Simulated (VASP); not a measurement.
Set up this calculation in VASP 6.6.1, as the native input.

```yaml
Task: single point
Functional: PBEsol
Potentials_or_basis: VASP PAW PBE potentials, release 64 (Ta_pv, N)
Cutoff: 520 eV
k_mesh: 18 × 18 × 10
Occupations: gaussian, width 0.15 eV
Spin: no spin polarisation
Dipole_correction: no
Further_INCAR_settings: ALGO = Normal; EDIFF = 1e-06; NBANDS = 20
```

The structure of Ta2N lies in POSCAR:

```
Ta2N
1.0
    3.1187547187      0.0000000000      0.0000000000
   -1.5593773593      2.7009208145      0.0000000000
    0.0000000000      0.0000000000      4.8873928175
Ta N
2 1
Direct
    0.6666666667      0.3333333333      0.7463700642
    0.3333333333      0.6666666667      0.2536299358
    0.0000000000      0.0000000000      0.0000000000
```

The input as run:

INCAR

```
ALGO = Normal ; EDIFF = 1E-6
ENCUT = 520 ; GGA = PS
ISIF = 2 ; ISMEAR = 0
LASPH = True ; LCHARG = False
LREAL = False ; LWAVE = False
NBANDS = 20 ; NELM = 100
PREC = Accurate ; SIGMA = 0.15
```

KPOINTS

```
k-points
0
Gamma
  18 18 10
```

Potentials or basis: VASP PAW PBE potentials, release 64 (Ta_pv, N).

Launch:

```sh
$ cat potpaw_PBE.64/Ta_pv/POTCAR potpaw_PBE.64/N/POTCAR > POTCAR
$ mpirun -np 1 vasp_std > vasp.out
```

It gave:

```
Pressure               : -10.4 GPa
Largest force          : 0.174 eV/Å
Band gap on the k mesh : zero (an odd number of electrons rules out a gap without spin polarisation)
```

Caveat: the cell stands under tension; the PAW data sets were made with another functional, which shifts forces and pressure a little; spin-orbit coupling is left out, which moves the levels of the heavy elements.

Wall time 78 s on 1 thread of Intel(R) Xeon(R) 6975P-C (Granite Rapids) (shared host), peak memory 0.35 GiB.
